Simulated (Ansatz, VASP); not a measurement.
One calculation of Si, two programs

The input INCAR:

```
PREC = Accurate
ENCUT = 520
EDIFF = 1E-6
ISMEAR = 0
SIGMA = 0.1
LREAL = False
LASPH = True
NELM = 80
ALGO = Normal
ISIF = 2
LWAVE = False
LCHARG = False
LDIPOL = True
IDIPOL = 3
DIPOL = 0.5 0.5 0.373
GGA = PE
IVDW = 12
NBANDS = 16
```

KPOINTS

```
regular mesh
0
Gamma
  9 9 1
```

The input POSCAR:

```
Si
1.0
    3.8475254748      0.0000000000      0.0000000000
   -1.9237627374      3.3320548028      0.0000000000
    0.0000000000      0.0000000000     18.4415958287
Si
4
Direct
    0.3333333333      0.6666666667      0.2695427207
    0.6666666667      0.3333333333      0.2440135898
    0.1666666667      1.3333333333      0.5011277719
    0.5000000000      1.0000000000      0.4755986410
```

Input for Ansatz:

```yaml
crystal:
  lattice:
    - [3.8475254748, 0.0, 0.0]
    - [-1.9237627374, 3.3320548028, 0.0]
    - [0.0, 0.0, 18.4415958287]
  atoms:
    - { symbol: Si, position: [0.3333333333, 0.6666666667, 0.2695427207] }
    - { symbol: Si, position: [0.6666666667, 0.3333333333, 0.2440135898] }
    - { symbol: Si, position: [0.1666666667, 1.3333333333, 0.5011277719] }
    - { symbol: Si, position: [0.5, 1.0, 0.475598641] }
basis:
  ecutwfc: 420
kpoints:
  mp_grid: { grid: [9, 9, 1] }
hamiltonian:
  xc: pbe
  pseudopotentials: { kind: paw, azcp: { folder: soft_1 } }
  dispersion: d3bj
scf:
  occupations: { method: gaussian, width: 0.1 }
output:
  forces: true
  eigenvalues: true
efield:
  axis: 3
  dipole_correction: true
  ramp_width: 0.04
```

Alike in both runs: task single point; functional PBE; dispersion D3(BJ); k mesh 9 × 9 × 1; occupations gaussian, width 0.1 eV; no spin polarisation.

```csv
,VASP,Ansatz
version,VASP 6.6.1,Ansatz 0.2.0
potentials or method,"VASP PAW PBE potentials, release 64 (Si), cutoff 520 eV","scalar-relativistic, plane waves, PAW"
valence electrons in the cell,16,16
```

```csv
,VASP,Ansatz,Ansatz less VASP
gap on the k mesh at the Fermi level (eV),0.42,0.42,0.000
least direct gap on the mesh (eV),0.42,0.42,0.000
rms of the force components (eV/Å),0.088,0.090,+0.0016
```

Atom by atom the forces differ by 0.003 eV/Å (rms over components).
